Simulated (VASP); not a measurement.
Set up this calculation in VASP 6.6.1, as the native input.

```
Task                   : relaxation of cell and atoms
Functional             : PBE
Dispersion             : D4
Potentials or basis    : VASP PAW PBE potentials, release 64 (La, B)
Cutoff                 : 600 eV
k mesh                 : 7 × 7 × 7
Occupations            : fermi-dirac, width 0.1 eV
Spin                   : no spin polarisation
Dipole correction      : no
Further INCAR settings : ALGO = Normal; EDIFF = 1e-06; IBRION = 2; EDIFFG = -0.01; NSW = 60; ISIF = 3
```

The structure of LaB6 lies in POSCAR:

```
LaB6
1.0
    4.1570000000      0.0000000000      0.0000000000
    0.0000000000      4.1570000000      0.0000000000
    0.0000000000      0.0000000000      4.1570000000
La B
1 6
Direct
    0.0000000000      0.0000000000      0.0000000000
    0.1975000000      0.5000000000      0.5000000000
    0.5000000000      0.1975000000      0.5000000000
    0.8025000000      0.5000000000      0.5000000000
    0.5000000000      0.8025000000      0.5000000000
    0.5000000000      0.5000000000      0.1975000000
    0.5000000000      0.5000000000      0.8025000000
```

One way to write it, as run:

INCAR

```
ALGO = Normal ; EDIFF = 1E-6
EDIFFG = -0.01 ; ENCUT = 600
GGA = PE ; IBRION = 2
ISIF = 3 ; ISMEAR = -1
IVDW = 13 ; LASPH = True
LCHARG = False ; LREAL = False
LWAVE = False ; NELM = 60
NSW = 60 ; PREC = Accurate
SIGMA = 0.1
```

KPOINTS

```
k-points
0
Gamma
  7 7 7
```

Potentials or basis: VASP PAW PBE potentials, release 64 (La, B).

Run with:

```console
$ cat potpaw_PBE.64/La/POTCAR potpaw_PBE.64/B/POTCAR > POTCAR
$ mpirun -np 1 vasp_std > vasp.out
```

Results of the run:

```yaml
Relaxed_volume: 10.00 Å³/atom
Relaxed_cell: a = 4.121 Å, b = 4.121 Å, c = 4.121 Å, α = 90.00°, β = 90.00°, γ = 90.00°
Space_group_after_relaxing_to_0.1_Å: Pm-3m (No. 221)
Energy_gained_by_relaxing: 6.2 meV/atom
Ionic_steps: 6
Pressure_after_relaxing: -0.1 GPa
Largest_force_after_relaxing: 0.007 eV/Å
Band_gap_on_the_k_mesh: zero (an odd number of electrons rules out a gap without spin polarisation)
Dispersion_energy_per_atom: -0.284 eV
```

Caveat: spin-orbit coupling is left out, which moves the levels of the heavy elements; an odd number of electrons without spin polarisation forces a metal; a magnetic or distorted state may lie lower.

Run time: 3 min on 1 thread of Intel(R) Xeon(R) Platinum 8259CL CPU @ 2.50GHz (Skylake/Cascade Lake), with other jobs on the host, peak memory 0.23 GiB.
